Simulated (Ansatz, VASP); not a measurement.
Two plane-wave programs on HfN

```
Hf N
1.0
     0.00000    2.45482    2.45482
     2.45482    0.00000    2.45482
     2.45482    2.45482    0.00000
Hf N
1 1
Direct
  0.00000 0.00000 0.00000
  0.25000 0.25000 0.25000
```

Alike in both runs: task relaxation of cell and atoms; functional LDA; k mesh 9 × 9 × 9; occupations fermi-dirac, width 0.05 eV; no spin polarisation; Hubbard terms Hf d U = 2.0 eV.

|  | VASP | Ansatz |
| --- | --- | --- |
| version | VASP 6.6.1 | Ansatz 0.2.0 |
| potentials or method | VASP PAW LDA potentials, release 64 (Hf_pv, N) | Ansatz PAW |
| plane-wave cutoff (eV) | 600 | 420 |
| valence electrons in the cell | 15 | 31 |

```csv
,VASP,Ansatz,Ansatz less VASP
"gap on the k mesh at the Fermi level, each at its own relaxed structure (eV)",none,none,-
relaxed volume (Å³/atom),14.48,14.26,-0.221
relaxed cell length with the largest relative difference (Å),3.447,3.430,-0.0176
```

LDA's correlation is that of Perdew and Zunger in VASP and of Perdew and Wang (1992) in Ansatz. The programs project onto different local orbitals, so the same U acts differently, and such runs can settle in different states. A gap of «none» marks a metal or a gap that the smearing closes. VASP's potentials hold 15 valence electrons a cell and Ansatz's 31, so a difference there can come from the potentials and not from the codes.

Neither program's run includes spin-orbit coupling. Noted on Ansatz's run: the plane-wave basis is chosen anew once the cell has moved, so the energies of steps on either side of that aren't comparable.
